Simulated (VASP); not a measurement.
# Ti (P6_3/mmc) in VASP: further runs, part 2 of 2

VASP 6.6.1. The steps go on from the part before.

### 6 Single point, PBEsol (strain along c alone, the other axes held: -2.0 %)

The input, INCAR:

```
SYSTEM = Ti
PREC = Accurate
ENCUT = 520
EDIFF = 1E-6
ISMEAR = 0
SIGMA = 0.1
LREAL = .FALSE.
LASPH = .TRUE.
NELM = 100
ALGO = Fast
ISIF = 2
LWAVE = .FALSE.
LCHARG = .TRUE.
GGA = PS
LELF = .TRUE.
LVHAR = .TRUE.
NBANDS = 19
```

The input, KPOINTS:

```
Automatic mesh
0
G
  24 24 12
  0 0 0
```

The input, POSCAR:

```
Ti
1.0
    2.9004352004      0.0000000000      0.0000000000
   -1.4502176002      2.5118505656      0.0000000000
    0.0000000000      0.0000000000      4.4991706380
Ti
2
Direct
    0.3333333333      0.6666666667      0.2500000000
    0.6666666667      0.3333333333      0.7500000000
```

Potentials or basis: VASP PAW PBE potentials, release 64 (Ti_sv).

The run is started by

```console
$ cat potpaw_PBE.64/Ti_sv/POTCAR > POTCAR
$ mpirun -np 1 vasp_std > vasp.out
```

OUTCAR:

```text
SYSTEM = Ti
   PREC = Accurate
   ENCUT = 520
   EDIFF = 1E-6
   ISMEAR = 0
   LREAL = .FALSE.
   LASPH = .TRUE.
   NELM = 100
   ISIF = 2
   GGA = PS

 ion  position               nearest neighbor table
   1  0.333  0.667  0.250-   2 2.80   2 2.80   2 2.80   2 2.80   2 2.80   2 2.80
   2  0.667  0.333  0.750-   1 2.80   1 2.80   1 2.80   1 2.80   1 2.80   1 2.80

  LATTYP: Found a hexagonal cell.
 ALAT       =     2.9004352004
 C/A-ratio  =     1.5512053630

  Lattice vectors:

 A1 = (   2.9004352004,   0.0000000000,   0.0000000000)
 A2 = (  -1.4502176002,   2.5118505656,   0.0000000000)
 A3 = (   0.0000000000,   0.0000000000,   4.4991706380)

Analysis of symmetry for initial positions (statically):
=====================================================================
 Subroutine PRICEL returns:
 Original cell was already a primitive cell.

 Routine SETGRP: Setting up the symmetry group for a
 hexagonal supercell.

 Subroutine GETGRP returns: Found 24 space group operations
 (whereof 12 operations were pure point group operations)
 out of a pool of 24 trial point group operations.

The static configuration has the point symmetry D_3d.
 The point group associated with its full space group is D_6h.

Analysis of symmetry for dynamics (positions and initial velocities):
=====================================================================
 Subroutine PRICEL returns:
 Original cell was already a primitive cell.

 Routine SETGRP: Setting up the symmetry group for a
 hexagonal supercell.

 Subroutine GETGRP returns: Found 24 space group operations
 (whereof 12 operations were pure point group operations)
 out of a pool of 24 trial point group operations.

The dynamic configuration has the point symmetry D_3d.
 The point group associated with its full space group is D_6h.

 Subroutine INISYM returns: Found 24 space group operations
 (whereof 12 operations are pure point group operations),
 and found     1 'primitive' translations

----------------------------------------------------------------------------------------

                                     Primitive cell

  volume of cell :      32.7785

  direct lattice vectors                    reciprocal lattice vectors
     2.900435200  0.000000000  0.000000000     0.344775846  0.199056427  0.000000000
    -1.450217600  2.511850566  0.000000000     0.000000000  0.398112855  0.000000000
     0.000000000  0.000000000  4.499170638     0.000000000  0.000000000  0.222263186

  length of vectors
     2.900435200  2.900435200  4.499170638     0.398112855  0.398112855  0.222263186

  position of ions in fractional coordinates (direct lattice)
     0.333333333  0.666666667  0.250000000
     0.666666667  0.333333333  0.750000000

  ion indices of the primitive-cell ions
   primitive index   ion index
                 1           1
                 2           2

----------------------------------------------------------------------------------------

 KPOINTS: Automatic mesh

Automatic generation of k-mesh.
 Grid dimensions read from file:
 generate k-points for:   24   24   12

 Generating k-lattice:

  Cartesian coordinates                     Fractional coordinates (reciprocal lattice)
     0.014365660  0.008294018  0.000000000     0.041666667  0.000000000  0.000000000
     0.000000000  0.016588036  0.000000000     0.000000000  0.041666667  0.000000000
     0.000000000  0.000000000  0.018521932     0.000000000  0.000000000  0.083333333

  Length of vectors
     0.016588036  0.016588036  0.018521932

  Shift w.r.t. Gamma in fractional coordinates (k-lattice)
     0.000000000  0.000000000  0.000000000

 Subroutine IBZKPT returns following result:
 ===========================================

 Found    427 irreducible k-points:

 Following reciprocal coordinates:
            Coordinates               Weight
  0.000000  0.000000  0.000000      1.000000
  0.041667 -0.000000  0.000000      6.000000
  0.083333 -0.000000  0.000000      6.000000
  0.125000  0.000000  0.000000      6.000000
  0.166667 -0.000000  0.000000      6.000000
  0.208333 -0.000000  0.000000      6.000000
[... 16 lines left out ...]
  0.416667  0.041667  0.000000     12.000000
  0.458333  0.041667  0.000000     12.000000
 [... further k-points ...]
   k-points           NKPTS =    427   k-points in BZ     NKDIM =    427   number of bands    NBANDS=     19
   number of dos      NEDOS =    301   number of ions     NIONS =      2
   total plane-waves  NPLWV =  20736
   dimension x,y,z NGX =    24 NGY =   24 NGZ =   36
   dimension x,y,z NGXF=    48 NGYF=   48 NGZF=   72
   ions per type =               2
   NGX,Y,Z   is equivalent  to a cutoff of  13.76, 13.76, 13.30 a.u.
   NGXF,Y,Z  is equivalent  to a cutoff of  27.51, 27.51, 26.60 a.u.
 SYSTEM =  Ti
   PREC   = accura    normal or accurate (medium, high low for compatibility)
   ISTART =      0    job   : 0-new  1-cont  2-samecut
   ICHARG =      2    charge: 1-file 2-atom 10-const
   ISPIN  =      1    spin polarized calculation?
   LNONCOLLINEAR =      F non collinear calculations
   LSORBIT =      F    spin-orbit coupling
   LASPH  =      T    aspherical Exc in radial PAW
   ENCUT  =  520.0 eV  38.22 Ry    6.18 a.u.   5.39  5.39  8.37*2*pi/ulx,y,z
   NELM   =    100;   NELMIN=  2; NELMDL= -5     # of ELM steps
   EDIFF  = 0.1E-05   stopping-criterion for ELM
   LREAL  =      F    real-space projection
   EDIFFG = 0.1E-04   stopping-criterion for IOM
   NSW    =      0    number of steps for IOM
   IBRION =     -1    ionic relax: 0-MD 1-quasi-New 2-CG
   NFREE  =      0    steps in history (QN), initial steepest desc. (CG)
   ISIF   =      2    stress and relaxation
   ISYM   =      2    0-nonsym 1-usesym 2-fastsym
   POTIM  = 0.5000    time-step for ionic-motion
   TEBEG  =    0.0;   TEEND  =   0.0 temperature during run
   PSTRESS=    0.0 pullay stress
   NELECT =      24.0000    total number of electrons
   NUPDOWN=      -1.0000    fix difference up-down
   EMIN   =  10.00;   EMAX   =-10.00  energy-range for DOS
   EFERMI =   0.00;   METHOD = LEGACY
   ISMEAR =     0;   SIGMA  =   0.10  broadening in eV -4-tet -1-fermi 0-gaus
   EFERMI_NEDOS =   21; number of points for ismear=-14 and -15
   IALGO  =     68    algorithm
   IMIX   =      4    mixing-type and parameters
     AMIX     =   0.40;   BMIX     =  1.00
     AMIX_MAG =   1.60;   BMIX_MAG =  1.00
  volume/ion in A,a.u.               =      16.39       110.60
  Fermi-wavevector in a.u.,A,eV,Ry     =   1.475532  2.788352 29.622550  2.177196
  Thomas-Fermi vector in A             =   2.590170
   LORBIT       =      0    0 simple, 1 ext, 2 COOP (PROOUT), +10 PAW based schemes
   GGA     = PS    functional components
   LHFCALC =     F    Hartree Fock is set to
   AEXX    =    0.0000 exact exchange contribution
   IVDW    =     0    specifies the selected vdW correction
   LEPSILON=     F    determine dielectric tensor
   LRPA    =     F    only Hartree local field effects (RPA)
 non-spin polarized calculation
 RMM-DIIS sequential band-by-band and
 Gauss-broadening in eV      SIGMA  =   0.10
  energy-cutoff  :      520.00
  volume of cell :       32.78
 maximum number of plane-waves:       906
 NGX is ok and might be reduce to    24
   NGX = 11   NGY = 11   NGZ = 17

 number of electron      23.9999991 magnetization

 Free energy of the ion-electron system (eV)
  ---------------------------------------------------
  ext. energy  EPLUGINS =         0.00000000
  ---------------------------------------------------
  free energy    TOTEN  =       -16.67652074 eV

  energy without entropy =      -16.66730965  energy(sigma->0) =      -16.67191519

 E-fermi :   8.8489     XC(G=0): -11.9154

 val. band max:        8.8301157208   @ k =   0.3333   0.2917   0.3333
 cond. band min:       8.8497527528   @ k =   0.1667  -0.0000   0.2500
 fundamental gap:      0.0196370321
 Fermi energy:         8.8488618369

 k-point     1 :       0.0000    0.0000    0.0000
  band No.  band energies     occupation
      1     -47.7091      2.00000
      2     -47.5194      2.00000
      3     -24.4921      2.00000
      4     -23.7117      2.00000
      5     -23.7117      2.00000
      6     -23.5925      2.00000
[... 11 lines left out ...]
     18      10.4426      0.00000
     19      12.2117      0.00000
[... 485 lines left out ...]
 k-point    24 :       0.4583    0.0417    0.0000
  band No.  band energies     occupation
      1     -47.5601      2.00000
      2     -47.4983      2.00000
      3     -24.2538      2.00000
      4     -24.1124      2.00000
      5     -24.0903      2.00000
      6     -23.8858      2.00000
[... 11 lines left out ...]
     18      12.7196      0.00000
     19      13.4612      0.00000

 [... further k-points ...]

------------------------ aborting loop because EDIFF is reached ----------------------------------------

  FORCE on cell =-STRESS in cart. coord.  units (eV):
  Direction    XX          YY          ZZ          XY          YZ          ZX
  --------------------------------------------------------------------------------------
  -------------------------------------------------------------------------------------
  Total        0.2358697      0.2358697      0.7209412      0.0000000     -0.0000000      0.0000000
  in kB       11.5290462     11.5290462     35.2387892      0.0000000     -0.0000000      0.0000000
  external PRESSURE =      19.4322939 kB  Pullay stress =       0.0000000 kB

 VOLUME and BASIS-vectors are now :
 -----------------------------------------------------------------------------
  energy-cutoff  :      520.00
  volume of cell :       32.78
      direct lattice vectors                 reciprocal lattice vectors
     2.900435200  0.000000000  0.000000000     0.344775846  0.199056427  0.000000000
    -1.450217600  2.511850566  0.000000000     0.000000000  0.398112855  0.000000000
     0.000000000  0.000000000  4.499170638     0.000000000  0.000000000  0.222263186

 POSITION                                       TOTAL-FORCE (eV/Angst)
 -----------------------------------------------------------------------------------
     -0.00000      1.67457      1.12479         0.000000     -0.000000      0.000000
      1.45022      0.83728      3.37438        -0.000000      0.000000      0.000000
 -----------------------------------------------------------------------------------
    total drift:                                0.000000     -0.000000      0.000000

  FREE ENERGIE OF THE ION-ELECTRON SYSTEM (eV)
  ---------------------------------------------------
  free  energy   TOTEN  =       -16.6765207359 eV

  energy  without entropy=      -16.6673096457  energy(sigma->0) =      -16.67191519
```

OSZICAR:

```text
N       E                     dE             d eps       ncg     rms          rms(c)
DAV:   1     0.261636746345E+03    0.26164E+03   -0.13061E+04 16250   0.159E+03
DAV:   2     0.113076878970E+02   -0.25033E+03   -0.24622E+03 16707   0.441E+02
DAV:   3    -0.176264929318E+02   -0.28934E+02   -0.28580E+02 30154   0.124E+02
[... 29 lines left out ...]
RMM:  33    -0.166765171475E+02   -0.16264E-05   -0.20056E-05 16195   0.158E-02    0.230E-02
RMM:  34    -0.166765183420E+02   -0.11946E-05   -0.14240E-05 16275   0.146E-02    0.237E-02
RMM:  35    -0.166765193192E+02   -0.97713E-06   -0.12888E-05 15568   0.134E-02    0.243E-02
RMM:  36    -0.166765201607E+02   -0.84155E-06   -0.10183E-05 15196   0.124E-02    0.244E-02
RMM:  37    -0.166765207359E+02   -0.57515E-06   -0.82077E-06 15016   0.116E-02
   1 F= -.16676521E+02 E0= -.16671915E+02  d E =-.921109E-02
```

stdout:

```text
POSCAR found type information on POSCAR Ti
 POSCAR found :  1 types and       2 ions
 scaLAPACK will be used
 -----------------------------------------------------------------------------
|                                                                             |
|                                                                             |
|     You enforced a specific xc type in the INCAR file but a different       |
|     I HOPE YOU KNOW WHAT YOU ARE DOING!                                     |
|                                                                             |
 -----------------------------------------------------------------------------

 LDA part: xc-table for (Slater+PW92), standard interpolation
 POSCAR, INCAR and KPOINTS ok, starting setup
 FFT: planning ... GRIDC
 FFT: planning ... GRID_SOFT
 FFT: planning ... GRID
 WAVECAR not read
 entering main loop
WARNING in EDDRMM: call to ZHEGV failed, returncode =   6  3     11
WARNING in EDDRMM: call to ZHEGV failed, returncode =   6  3     17
WARNING in EDDRMM: call to ZHEGV failed, returncode =   8  4      6
WARNING in EDDRMM: call to ZHEGV failed, returncode =   6  3     16
WARNING in EDDRMM: call to ZHEGV failed, returncode =   6  3      6
WARNING in EDDRMM: call to ZHEGV failed, returncode =   8  4      8
WARNING in EDDRMM: call to ZHEGV failed, returncode =   8  4     15
WARNING in EDDRMM: call to ZHEGV failed, returncode =   8  4     17
WARNING in EDDRMM: call to ZHEGV failed, returncode =   8  4      5
WARNING in EDDRMM: call to ZHEGV failed, returncode =   8  4      4
WARNING in EDDRMM: call to ZHEGV failed, returncode =   8  4     16
WARNING in EDDRMM: call to ZHEGV failed, returncode =   8  4      4
WARNING in EDDRMM: call to ZHEGV failed, returncode =   8  4      5
```

It took 17 min on 1 thread of Intel Xeon 8259CL, shared host; peak memory 0.33 GiB.

Results:

- Free energy: -16.6765 eV
- Pressure: 1.9 GPa
- Band gap on the k mesh: zero (bands 12 and 13 overlap by 1.16 eV)

Stress tensor (GPa, compression positive):
```
1.15 0.00 0.00
0.00 1.15 0.00
0.00 0.00 3.52
```

Caveat: the cell differs from its parent crystal (strain along c alone, the other axes held: -2.0 %); the PAW data sets were made with another functional, which shifts forces and pressure a little.

### 7 The runs side by side

| cell | further INCAR settings | gap on the mesh (eV) | pressure (GPa) |
| --- | --- | --- | --- |
| a = 2.871, b = 2.871, c = 4.619 Å, angles 90.0, 90.0, 120.0°, 2 atoms | ALGO = Fast; EDIFF = 1e-06; NBANDS = 19 | none | 1.4 |
| a = 2.871, b = 2.871, c = 4.628 Å, angles 90.0, 90.0, 120.0°, 2 atoms | ALGO = Fast; EDIFF = 1e-07; NBANDS = 19 | none | 1.1 |
| a = 2.929, b = 2.929, c = 4.553 Å, angles 90.0, 90.0, 120.0°, 2 atoms | ALGO = Fast; EDIFF = 1e-06; NBANDS = 19 | none | -1.8 |
| a = 2.900, b = 2.900, c = 4.453 Å, angles 90.0, 90.0, 120.0°, 2 atoms | ALGO = Fast; EDIFF = 1e-07; NBANDS = 19 | none | 3.7 |
| a = 2.900, b = 2.900, c = 4.499 Å, angles 90.0, 90.0, 120.0°, 2 atoms | ALGO = Fast; EDIFF = 1e-06; NBANDS = 19 | none | 1.9 |

Alike in all rows: task single point; level PBEsol; potentials or basis VASP PAW PBE potentials, release 64 (Ti_sv); no spin polarisation; k mesh 24 × 24 × 12; cutoff (eV) 520; smearing gaussian 0.1 eV.

Caveats: the PAW data sets were made with another functional, which shifts forces and pressure a little; the cell stands under pressure (at least some runs).

Absolute energies hang on the potentials; compare differences alone.
